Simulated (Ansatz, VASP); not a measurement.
## La: VASP beside Ansatz

File INCAR:

```
  PREC = Accurate
  ENCUT = 520
  EDIFF = 1E-6
  ISMEAR = -1
  SIGMA = 0.05
  LREAL = False
  LASPH = True
  NELM = 60
  ALGO = Normal
  ISIF = 2
  LWAVE = False
  LCHARG = True
  GGA = PS
  LELF = True
  LVHAR = True
  NBANDS = 30
```

File KPOINTS:

```
regular mesh
0
Gamma
  7 7 2
```

Contents of POSCAR:

```
La
1.0
    3.7700000000      0.0000000000      0.0000000000
   -1.8850000000      3.2649157723      0.0000000000
    0.0000000000      0.0000000000     12.1590000000
La
4
Direct
    0.6666666667      0.3333333333      0.2500000000
    0.3333333333      0.6666666667      0.7500000000
    0.0000000000      0.0000000000      0.5000000000
    0.0000000000      0.0000000000      0.0000000000
```

File input.yaml:

```yaml
crystal:
  lattice:
    - [3.77, 0.0, 0.0]
    - [-1.885, 3.2649157723, 0.0]
    - [0.0, 0.0, 12.159]
  atoms:
    - { symbol: La, position: [0.6666666667, 0.3333333333, 0.25] }
    - { symbol: La, position: [0.3333333333, 0.6666666667, 0.75] }
    - { symbol: La, position: [0.0, 0.0, 0.5] }
    - { symbol: La, position: [0.0, 0.0, 0.0] }
hamiltonian:
  xc: pbesol
  pseudopotentials: { kind: paw }
kpoints:
  mp_grid: { grid: [7, 7, 2] }
  band_path:
    path:
      - [[0.0, 0.0, 0.0], [0.5, 0.0, 0.0], [0.3333333333, 0.3333333333, 0.0], [0.0, 0.0, 0.0], [0.0, 0.0, 0.5], [0.5, 0.0, 0.5], [0.3333333333, 0.3333333333, 0.5], [0.0, 0.0, 0.5]]
      - [[0.5, 0.0, 0.5], [0.5, 0.0, 0.0]]
      - [[0.3333333333, 0.3333333333, 0.0], [0.3333333333, 0.3333333333, 0.5]]
    npoints: 14
scf:
  occupations: { method: fermi_dirac, width: 0.05 }
  n_extra_bands: 10
output:
  forces: true
  stress: true
  eigenvalues: true
  fatbands: false
```

Alike in both runs: functional PBEsol; k mesh 7 × 7 × 2; occupations fermi-dirac, width 0.05 eV; no spin polarisation.

|  | VASP | Ansatz |
| --- | --- | --- |
| version | VASP 6.6.1 | Ansatz 0.2.0 |
| potentials or method | VASP PAW PBE potentials, release 64 (La) | Ansatz PAW |
| plane-wave cutoff (eV) | 520 | 420 |
| valence electrons in the cell | 44 | 44 |
| task | single point | band structure |

```tsv
	VASP	Ansatz	Ansatz less VASP
gap on the k mesh at the Fermi level (eV)	none	none	-
pressure (GPa)	-2.4	-2.4	-0.04
traceless stress, the component that is largest in VASP (GPa)	0.26	0.26	+0.004
```

VASP's potentials were made for PBE, not for PBEsol. A gap of «none» marks a metal or a gap that the smearing closes. The functional is the same, so the differences come from potentials, cutoffs and numerics.

Spin-orbit coupling is off throughout.
